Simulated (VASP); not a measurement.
# Ir3F in VASP: a series of runs

Ir3F is run at these levels: PBE; tasks: single point.

Everything below comes from runs of VASP 6.6.1. Logs are shortened: lines on timing, memory, paths and dates and some standing lists are left out, and cuts for length are marked.

### Step 1. The cell of the first run

The cell holds a slab with vacuum, 4 atoms: a = 2.737 Å, b = 2.737 Å, c = 19.188 Å, α = 90.00°, β = 90.00°, γ = 90.00°.

### Step 2. Single point, PBE

INCAR

```
PREC = Accurate
ENCUT = 520
EDIFF = 1E-6
ISMEAR = 0
SIGMA = 0.1
LREAL = False
LASPH = True
NELM = 100
ALGO = Normal
ISIF = 2
LWAVE = False
LCHARG = False
LDIPOL = True
IDIPOL = 3
DIPOL = 0.5 0.5 0.349
GGA = PE
NBANDS = 25
```

KPOINTS

```
regular mesh
0
Gamma
  10 10 1
```

POSCAR

```
Ir3F
1.0
    2.7367600872      0.0000000000      0.0000000000
    0.0000000000      2.7367600872      0.0000000000
    0.0000000000      0.0000000000     19.1883373424
Ir F
3 1
Direct
    0.5000000000      0.5000000000      0.2084599582
    0.0000000000      0.0000000000      0.3045662607
    0.5000000000      0.5000000000      0.4006776202
    0.8333333333      0.8333333333      0.4835267927
```

Potentials or basis: VASP PAW PBE potentials, release 64 (Ir, F).

The run is started by

```console
$ cat potpaw_PBE.64/Ir/POTCAR potpaw_PBE.64/F/POTCAR > POTCAR
$ mpirun -np 1 vasp_std > vasp.out
```

OUTCAR:

```text
PREC = Accurate
   ENCUT = 520
   EDIFF = 1E-6
   ISMEAR = 0
   LREAL = False
   LASPH = True
   NELM = 100
   ISIF = 2
   GGA = PE

 ion  position               nearest neighbor table
   1  0.500  0.500  0.208-   2 2.67   2 2.67   2 2.67   2 2.67
   2  0.000  0.000  0.305-   1 2.67   1 2.67   1 2.67   1 2.67   3 2.67   3 2.67   3 2.67   3 2.67

   3  0.500  0.500  0.401-   4 2.05   4 2.59   4 2.59   2 2.67   2 2.67   2 2.67   2 2.67
   4  0.833  0.833  0.484-   3 2.05   3 2.59   3 2.59

  LATTYP: Found a simple tetragonal cell.
 ALAT       =     2.7367600872
 C/A-ratio  =     7.0113333763

  Lattice vectors:

 A1 = (   2.7367600872,   0.0000000000,   0.0000000000)
 A2 = (   0.0000000000,   2.7367600872,   0.0000000000)
 A3 = (   0.0000000000,   0.0000000000,  19.1883373424)

Analysis of symmetry for initial positions (statically):
=====================================================================
 Subroutine PRICEL returns:
 Original cell was already a primitive cell.

 Routine SETGRP: Setting up the symmetry group for a
 simple tetragonal supercell.

 Subroutine GETGRP returns: Found  2 space group operations
 (whereof  2 operations were pure point group operations)
 out of a pool of 16 trial point group operations.

The static configuration has the point symmetry C_1h.

Analysis of symmetry for dynamics (positions and initial velocities):
=====================================================================
 Subroutine PRICEL returns:
 Original cell was already a primitive cell.

 Routine SETGRP: Setting up the symmetry group for a
 simple tetragonal supercell.

 Subroutine GETGRP returns: Found  2 space group operations
 (whereof  2 operations were pure point group operations)
 out of a pool of 16 trial point group operations.

The dynamic configuration has the point symmetry C_1h.

 Subroutine INISYM returns: Found  2 space group operations
 (whereof  2 operations are pure point group operations),
 and found     1 'primitive' translations

----------------------------------------------------------------------------------------

                                     Primitive cell

  volume of cell :     143.7179

  direct lattice vectors                    reciprocal lattice vectors
     2.736760087  0.000000000  0.000000000     0.365395566  0.000000000  0.000000000
     0.000000000  2.736760087  0.000000000     0.000000000  0.365395566  0.000000000
[... 95 lines left out ...]
   ISIF   =      2    stress and relaxation
   ISYM   =      2    0-nonsym 1-usesym 2-fastsym
   POTIM  = 0.5000    time-step for ionic-motion
   TEBEG  =    0.0;   TEEND  =   0.0 temperature during run
   PSTRESS=    0.0 pullay stress
   NELECT =      34.0000    total number of electrons
   NUPDOWN=      -1.0000    fix difference up-down
   EMIN   =  10.00;   EMAX   =-10.00  energy-range for DOS
   EFERMI =   0.00;   METHOD = LEGACY
   ISMEAR =     0;   SIGMA  =   0.10  broadening in eV -4-tet -1-fermi 0-gaus
   EFERMI_NEDOS =   21; number of points for ismear=-14 and -15
   IALGO  =     38    algorithm
   IMIX   =      4    mixing-type and parameters
     AMIX     =   0.40;   BMIX     =  1.00
     AMIX_MAG =   1.60;   BMIX_MAG =  1.00
  volume/ion in A,a.u.               =      35.93       242.46
  Fermi-wavevector in a.u.,A,eV,Ry     =   1.012506  1.913359 13.948258  1.025168
  Thomas-Fermi vector in A             =   2.145619
   LORBIT       =      0    0 simple, 1 ext, 2 COOP (PROOUT), +10 PAW based schemes
   GGA     = PE    functional components
   LHFCALC =     F    Hartree Fock is set to
   AEXX    =    0.0000 exact exchange contribution
   IVDW    =     0    specifies the selected vdW correction
   LEPSILON=     F    determine dielectric tensor
   LRPA    =     F    only Hartree local field effects (RPA)
 non-spin polarized calculation
 Gauss-broadening in eV      SIGMA  =   0.10
  energy-cutoff  :      520.00
  volume of cell :      143.72
 maximum number of plane-waves:      3910
   NGX = 11   NGY = 11   NGZ = 71

 number of electron      33.9999994 magnetization

 dipolmoment           0.000000      0.000000      0.104245 electrons x Angstroem

 Free energy of the ion-electron system (eV)
  ---------------------------------------------------
  ext. energy  EPLUGINS =         0.00000000
  ---------------------------------------------------
  free energy    TOTEN  =       -27.65825544 eV

  energy without entropy =      -27.63481805  energy(sigma->0) =      -27.64653675

 E-fermi :  -1.1949     XC(G=0):  -5.6479

 val. band max:       -1.2057946299   @ k =  -0.2000   0.2000   0.0000
 cond. band min:      -1.1924517175   @ k =   0.2000   0.2000   0.0000
 fundamental gap:      0.0133429123
 Fermi energy:        -1.1948680668

 k-point     1 :       0.0000    0.0000    0.0000
  band No.  band energies     occupation
      1     -24.0638      2.00000
      2     -11.0966      2.00000
      3      -8.7128      2.00000
      4      -8.1987      2.00000
      5      -8.1257      2.00000
      6      -6.5223      2.00000
[... 661 lines left out ...]
     24       7.9941      0.00000
     25       8.6909      0.00000

 [... further k-points ...]

------------------------ aborting loop because EDIFF is reached ----------------------------------------

 vacuum level on the upper side and lower side of the slab       (xc-potential included)         1.217        -1.232

  FORCE on cell =-STRESS in cart. coord.  units (eV):
  Direction    XX          YY          ZZ          XY          YZ          ZX
  --------------------------------------------------------------------------------------
  -------------------------------------------------------------------------------------
  Total       -0.6677819     -0.6677819      0.5567758      0.3501917     -0.1459171     -0.1459175
  in kB       -7.4444813     -7.4444813      6.2069767      3.9039621     -1.6266949     -1.6266991
  external PRESSURE =      -2.8939953 kB  Pullay stress =       0.0000000 kB

 VOLUME and BASIS-vectors are now :
 -----------------------------------------------------------------------------
  energy-cutoff  :      520.00
  volume of cell :      143.72
      direct lattice vectors                 reciprocal lattice vectors
     2.736760087  0.000000000  0.000000000     0.365395566  0.000000000  0.000000000
     0.000000000  2.736760087  0.000000000     0.000000000  0.365395566  0.000000000
     0.000000000  0.000000000 19.188337342     0.000000000  0.000000000  0.052114990

 POSITION                                       TOTAL-FORCE (eV/Angst)
 -----------------------------------------------------------------------------------
      1.36838      1.36838      4.00000        -0.174872     -0.174872     -0.008731
      0.00000      0.00000      5.84412         0.318283      0.318283     -0.260371
      1.36838      1.36838      7.68834        -0.013010     -0.013010      0.200981
      2.28063      2.28063      9.27808        -0.130401     -0.130401      0.068121
 -----------------------------------------------------------------------------------
    total drift:                               -0.000318     -0.000318      0.001211

  FREE ENERGIE OF THE ION-ELECTRON SYSTEM (eV)
  ---------------------------------------------------
  free  energy   TOTEN  =       -27.6582554414 eV

  energy  without entropy=      -27.6348180508  energy(sigma->0) =      -27.64653675

 vacuum level on the upper side and lower side of the slab         6.636         4.117
```

stdout:

```text
POSCAR found type information on POSCAR IrF
 POSCAR found :  2 types and       4 ions
 scaLAPACK will be used
 LDA part: xc-table for (Slater+PW92), standard interpolation
 POSCAR, INCAR and KPOINTS ok, starting setup
 FFT: planning ... GRIDC
 FFT: planning ... GRID_SOFT
 FFT: planning ... GRID
 WAVECAR not read
 entering main loop
```

It took 2.3 min on 1 thread of Intel Xeon Platinum 8488C (Sapphire Rapids), shared host; peak memory 0.27 GiB.

What came out:

```
Free energy            : -27.6583 eV
Largest force          : 0.520 eV/Å
Band gap on the k mesh : zero (band 17 reaches -0.10 eV, above the bottom of band 18 at -1.81 eV)
```

Forces on the atoms (eV/Å):
```
Ir  -0.175 -0.175 -0.009
Ir   0.318  0.318 -0.260
Ir  -0.013 -0.013  0.201
F   -0.130 -0.130  0.068
```

Levels at points of the mesh, in eV from the Fermi level:
```csv
k point,band 13,band 14,band 15,band 16,band 17,band 18,band 19,band 20,band 21,band 22
"(0.00, 0.00, 0.00)",-1.97,-1.20,-1.13,-1.11,-0.72,0.20,0.60,0.90,0.95,1.28
"(0.50, 0.00, 0.00)",-2.48,-1.69,-0.91,-0.53,0.44,0.53,0.85,1.66,2.51,3.06
"(0.50, 0.50, 0.00)",0.07,0.24,0.36,0.87,1.10,1.58,2.14,4.21,4.30,8.26
```

Caveat: spin-orbit coupling is left out, which moves the levels of the heavy elements.

### Step 3. Single point, PBE

Edit INCAR of step 2 so:

```diff
@@ -7,3 +7,3 @@
 LASPH = True
-NELM = 100
+NELM = 60
 ALGO = Normal
@@ -14,3 +14,3 @@
 IDIPOL = 3
-DIPOL = 0.5 0.5 0.349
+DIPOL = 0.5 0.5 0.352
 GGA = PE
```

KPOINTS is that of step 2.

Edit POSCAR of step 2 so:

```diff
@@ -11,2 +11,2 @@
     0.5000000000      0.5000000000      0.4006776202
-    0.8333333333      0.8333333333      0.4835267927
+    0.6666666667      0.6666666667      0.4953180221
```

Potentials or basis: VASP PAW PBE potentials, release 64 (Ir, F).

The run is started by

```console
$ cat potpaw_PBE.64/Ir/POTCAR potpaw_PBE.64/F/POTCAR > POTCAR
$ mpirun -np 1 vasp_std > vasp.out
```

Wall time 2.9 min (1 thread of Intel Xeon Platinum 8488C (Sapphire Rapids), shared host); peak memory 0.27 GiB.

The run converged. Its results:

* Free energy: -27.8668 eV
* Largest force: 0.528 eV/Å
* Band gap on the k mesh: zero (band 17 reaches 0.09 eV, above the bottom of band 18 at -2.11 eV)

Forces on the atoms (eV/Å):
```
Ir  -0.154 -0.154 -0.195
Ir   0.153  0.153 -0.198
Ir   0.345  0.345  0.186
F   -0.344 -0.344  0.207
```

Levels at points of the mesh, in eV from the Fermi level:
| k point | band 14 | band 15 | band 16 | band 17 | band 18 | band 19 | band 20 | band 21 |
| --- | --- | --- | --- | --- | --- | --- | --- | --- |
| (0.00, 0.00, 0.00) | -1.08 | -0.86 | -0.82 | -0.74 | 0.28 | 0.83 | 1.02 | 1.03 |
| (0.50, 0.00, 0.00) | -1.63 | -0.88 | -0.44 | 0.57 | 0.71 | 0.96 | 1.35 | 2.65 |
| (0.50, 0.50, 0.00) | 0.19 | 0.32 | 1.17 | 1.56 | 1.67 | 2.21 | 4.11 | 4.23 |

Caveat: spin-orbit coupling is left out, which moves the levels of the heavy elements.
